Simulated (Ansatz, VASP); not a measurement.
# BaZrS3 in VASP and in Ansatz

```xyz
20
Lattice="7.0747 0.0000 0.0000 0.0000 9.9095 0.0000 0.0000 0.0000 6.9223" Properties=species:S:1:pos:R:3 pbc="T T T"
Ba    0.3844    2.4774    0.0850
Ba    3.1530    7.4321    3.5461
Ba    3.9218    2.4774    3.3761
Ba    6.6903    7.4321    6.8372
Zr    0.0000    0.0000    3.4611
Zr    3.5374    0.0000    0.0000
Zr    3.5374    4.9547    0.0000
Zr    0.0000    4.9547    3.4611
S     7.0341    2.4774    3.9142
S     3.5780    7.4321    0.4531
S     3.4967    2.4774    6.4692
S     0.0406    7.4321    3.0081
S     1.4717    9.5686    5.4858
S     2.0657    0.3409    2.0247
S     5.0091    5.2956    4.8976
S     5.6030    4.6139    1.4365
S     5.6030    0.3409    1.4365
S     5.0091    9.5686    4.8976
S     2.0657    4.6139    2.0247
S     1.4717    5.2956    5.4858
```

Alike in both runs: functional PBEsol; k mesh 4 × 4 × 4; occupations gaussian, width 0.02 eV; no spin polarisation.

Ansatz relaxed the structure, and its values are those at the end. VASP's run is a single point on that final structure, the one shown.

|  | VASP | Ansatz |
| --- | --- | --- |
| version | VASP 6.6.1 | Ansatz 0.2.0 |
| potentials or method | VASP PAW PBE potentials, release 64 (Ba_sv, Zr_sv, S), cutoff 500 eV | scalar-relativistic, plane waves, PAW |
| valence electrons in the cell | 160 | 160 |

```csv
,VASP,Ansatz,Ansatz less VASP
gap on the k mesh at the Fermi level (eV),0.92,0.92,-0.001
least direct gap on the mesh (eV),0.92,0.92,-0.001
pressure (GPa),0.5,0.0,-0.48
rms of the force components (eV/Å),0.017,0.000,-0.0168
```

VASP's potentials were made for PBE, not for PBEsol.

Spin-orbit coupling is off throughout.
